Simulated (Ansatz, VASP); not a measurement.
## Two plane-wave programs on WS2

File INCAR:

```
SYSTEM = WS2
ALGO = Normal
EDIFF = 1E-7
ENCUT = 520
GGA = PS
ISIF = 2
ISMEAR = 0
LASPH = .TRUE.
LCHARG = .TRUE.
LELF = .TRUE.
LREAL = .FALSE.
LVHAR = .TRUE.
LWAVE = .FALSE.
NBANDS = 35
NELM = 80
PREC = Accurate
SIGMA = 0.05
```

File KPOINTS:

```
k-points
0
G
  12 12 2
  0 0 0
```

File POSCAR:

```
WS2
1.0
    3.1462408358      0.0000000000      0.0000000000
   -1.5731204179      2.7247244902      0.0000000000
    0.0000000000      0.0000000000     12.6966546967
W S
2 4
Direct
    0.3333333333      0.6666666667      0.2500000000
    0.6666666667      0.3333333333      0.7500000000
    0.3333333333      0.6666666667      0.6331095153
    0.6666666667      0.3333333333      0.1331095153
    0.3333333333      0.6666666667      0.8668904847
    0.6666666667      0.3333333333      0.3668904847
```

Input for Ansatz:

```yaml
crystal:
  lattice:
    - [3.1462408358, 0.0, 0.0]
    - [-1.5731204179, 2.7247244902, 0.0]
    - [0.0, 0.0, 12.6966546967]
  atoms:
    - { symbol: W, position: [0.3333333333, 0.6666666667, 0.25] }
    - { symbol: W, position: [0.6666666667, 0.3333333333, 0.75] }
    - { symbol: S, position: [0.3333333333, 0.6666666667, 0.6331095153] }
    - { symbol: S, position: [0.6666666667, 0.3333333333, 0.1331095153] }
    - { symbol: S, position: [0.3333333333, 0.6666666667, 0.8668904847] }
    - { symbol: S, position: [0.6666666667, 0.3333333333, 0.3668904847] }
basis:
  ecutwfc: 420
kpoints:
  mp_grid: { grid: [12, 12, 2] }
hamiltonian:
  xc: pbesol
  pseudopotentials: { kind: paw, azcp: { folder: soft_1 } }
scf:
  occupations: { method: gaussian, width: 0.05 }
output:
  forces: true
  stress: true
  eigenvalues: true
  write_density: true
  write_potential: true
  elf: true
  volumetric_format: npy
```

Alike in both runs: task single point; functional PBEsol; k mesh 12 × 12 × 2; occupations gaussian, width 0.05 eV; no spin polarisation.

|  | VASP | Ansatz |
| --- | --- | --- |
| version | VASP 6.6.1 | Ansatz 0.2.0 |
| potentials or method | VASP PAW PBE potentials, release 64 (W_sv, S), cutoff 520 eV | scalar-relativistic, plane waves, PAW |
| valence electrons in the cell | 52 | 52 |

Ansatz gave:

| Quantity | Value |
| --- | --- |
| gap on the k mesh at the Fermi level (eV) | 0.78 |
| least direct gap on the mesh (eV) | 1.65 |
| pressure (GPa) | 9.8 |
| traceless stress, the component that is largest in VASP (GPa) | 6.52 |
| rms of the force components (eV/Å) | 0.894 |

Q: Which values does VASP return?

A: gap on the k mesh at the Fermi level (eV): 0.80; least direct gap on the mesh (eV): 1.65; pressure (GPa): 9.9; traceless stress, the component that is largest in VASP (GPa): 6.53; rms of the force components (eV/Å): 0.904.

VASP's potentials were made for PBE, not for PBEsol, and Ansatz warns of the same on its side. Atom by atom the forces differ by 0.010 eV/Å (rms over components). With one functional, cell and mesh, what is left measures potentials, basis and numerics.

Neither program's run includes spin-orbit coupling.
